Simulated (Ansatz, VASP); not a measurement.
**One calculation of Rh, two programs**

File INCAR:

```
SYSTEM = Rh
PREC = Accurate
ENCUT = 520
EDIFF = 1E-6
ISMEAR = -1
SIGMA = 0.05
LREAL = .FALSE.
LASPH = .TRUE.
NELM = 150
ALGO = Normal
ISIF = 2
LWAVE = .FALSE.
LCHARG = .FALSE.
ISPIN = 2
MAGMOM = 1
LORBIT = 11
LMAXMIX = 4
GGA = B5
ALDAX = 1.0
AGGAX = 1.0
AGGAC = 1.0
ALDAC = 0.0
NBANDS = 18
```

Contents of KPOINTS:

```
Automatic mesh
0
G
  23 23 23
  0 0 0
```

POSCAR

```
Rh
1.0
    0.0000000000      2.0003842552      2.0003842552
    2.0003842552      0.0000000000      2.0003842552
    2.0003842552      2.0003842552      0.0000000000
Rh
1
Direct
    0.0000000000      0.0000000000      0.0000000000
```

Input for Ansatz:

```yaml
crystal:
  lattice:
    - [0.0, 2.0003842552, 2.0003842552]
    - [2.0003842552, 0.0, 2.0003842552]
    - [2.0003842552, 2.0003842552, 0.0]
  atoms:
    - { symbol: Rh, position: [0.0, 0.0, 0.0], spin: 1.0 }
hamiltonian:
  xc: blyp
  pseudopotentials:
    kind: paw
    azcp:
      Rh: "pseudopotentials/Rh.paw.azcp"
basis:
  ecutwfc: 420
  fft_grid_basis: typed
kpoints:
  mp_grid: { grid: [23, 23, 23], shift: [0, 0, 0] }
magnetization:
  spin_polarized: true
scf:
  occupations: { method: fermi_dirac, width: 0.05 }
output:
  stress: true
```

Alike in both runs: task single point; functional BLYP; k mesh 23 × 23 × 23; occupations fermi-dirac, width 0.05 eV; collinear spin.

```csv
,VASP,Ansatz
version,VASP 6.6.1,Ansatz 0.2.0
potentials or method,"VASP PAW PBE potentials, release 64 (Rh_pv), cutoff 520 eV","plane waves (420 eV) with PAW, scalar-relativistic"
valence electrons in the cell,15,17
```

|  | VASP | Ansatz | Ansatz less VASP |
| --- | --- | --- | --- |
| pressure (GPa) | -13.1 | -13.5 | -0.39 |
| net moment per atom (μB) | 0.00 | 0.00 | -0.001 |

VASP's potentials were made for PBE, not for BLYP. VASP's potentials hold 15 valence electrons a cell and Ansatz's 17, so a difference there can come from the potentials and not from the codes. Ansatz's warnings: seeded moment not kept.
